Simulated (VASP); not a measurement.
Set up this calculation in VASP 6.6.1, as the native input.

- Task: single point
- Functional: PBEsol
- Potentials or basis: VASP PAW PBE potentials, release 64 (Cd, Se)
- Cutoff: 500 eV
- k mesh: 6 × 6 × 6
- Occupations: fermi-dirac, width 0.05 eV
- Spin: no spin polarisation
- Dipole correction: no
- Further INCAR settings: ALGO = Normal; EDIFF = 1e-06; NBANDS = 16

The structure of CdSe lies in POSCAR:

```
CdSe
1.0
    0.0000000000      2.7747759408      2.7747759408
    2.7747759408      0.0000000000      2.7747759408
    2.7747759408      2.7747759408      0.0000000000
Cd Se
1 1
Direct
    0.0000000000      0.0000000000      0.0000000000
    0.5000000000      0.5000000000      0.5000000000
```

The input as run:

INCAR

```
SYSTEM = CdSe
PREC     = Accurate       ! precision mode
ENCUT    = 500            ! plane-wave cutoff, eV
EDIFF    = 1E-6           ! SCF threshold, eV
ISMEAR   = -1             ! smearing method
SIGMA    = 0.05           ! smearing width, eV
LREAL    = .FALSE.        ! projectors in reciprocal space
LASPH    = .TRUE.         ! aspherical terms in the spheres
NELM     = 120            ! most SCF steps
ALGO     = Normal         ! electronic algorithm
ISIF     = 2              ! what is computed and relaxed
LWAVE    = .FALSE.        ! write WAVECAR
LCHARG   = .FALSE.        ! write CHGCAR
GGA      = PS             ! functional
NBANDS   = 16             ! bands
GGA_COMPAT= .FALSE.
```

KPOINTS

```
Automatic mesh
0
G
  6 6 6
  0 0 0
```

Potentials or basis: VASP PAW PBE potentials, release 64 (Cd, Se).

The run is started by

```bash
$ cat potpaw_PBE.64/Cd/POTCAR potpaw_PBE.64/Se/POTCAR > POTCAR
$ mpirun -np 1 vasp_std > vasp.out
```

It gave:

- Pressure: 3.9 GPa
- Band gap on the k mesh: zero (band 9 reaches 3.10 eV, above the bottom of band 10 at 2.55 eV)

Caveat: the PAW data sets were made with another functional, which shifts forces and pressure a little.

Wall time 6.2 s on 1 thread of Intel(R) Xeon(R) 6975P-C (Granite Rapids), with other jobs on the host, peak memory 0.16 GiB.
